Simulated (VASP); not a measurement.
Fe, 3 atoms in the cell. The structure is hexagonal, space group P6/mmm (No. 191). Conventional cell: a = 4.255 Å, b = 4.255 Å, c = 2.609 Å, α = 90.00°, β = 90.00°, γ = 120.00°. Fe (site symmetry 6/mmm) has 14 Fe at 2.61 to 2.78 Å within 3.4 Å. Fe (site symmetry -6m2) has 11 Fe at 2.46 to 2.78 Å within 3.2 Å. 

| Quantity | Value |
| --- | --- |
| Program | VASP 6.6.1 |
| Task | relaxation of cell and atoms |
| Functional | r2SCAN |
| Potentials or basis | VASP PAW PBE potentials, release 64 (Fe) |
| Cutoff | 600 eV |
| k mesh | 6 × 6 × 6 |
| Occupations | gaussian, width 0.1 eV |
| Spin | collinear spin, ferromagnetic start |
| Starting moments | [3.49, 3.32, 3.32] μB |
| Dipole correction | no |
| Further INCAR settings | ALGO = Normal; EDIFF = 1e-07; IBRION = 2; EDIFFG = -0.04; NSW = 90; ISIF = 3 |

Potentials or basis: VASP PAW PBE potentials, release 64 (Fe).

The run is started by

```console
$ cat potpaw_PBE.64/Fe/POTCAR > POTCAR
$ cp INCAR.step1 INCAR
$ mpirun -np 1 vasp_std > vasp.out
$ cp INCAR.step2 INCAR
$ mpirun -np 1 vasp_std > vasp.out
```

Hardware: 1 thread of AMD EPYC 9R45 96-Core Processor (Zen 5), with other jobs on the host.

Q: How long does it take, and how much memory?

A: Run time: 17 min on 1 thread of AMD EPYC 9R45 96-Core Processor (Zen 5), with other jobs on the host, peak memory 0.21 GiB. Counts: k points 28, ion steps 7.
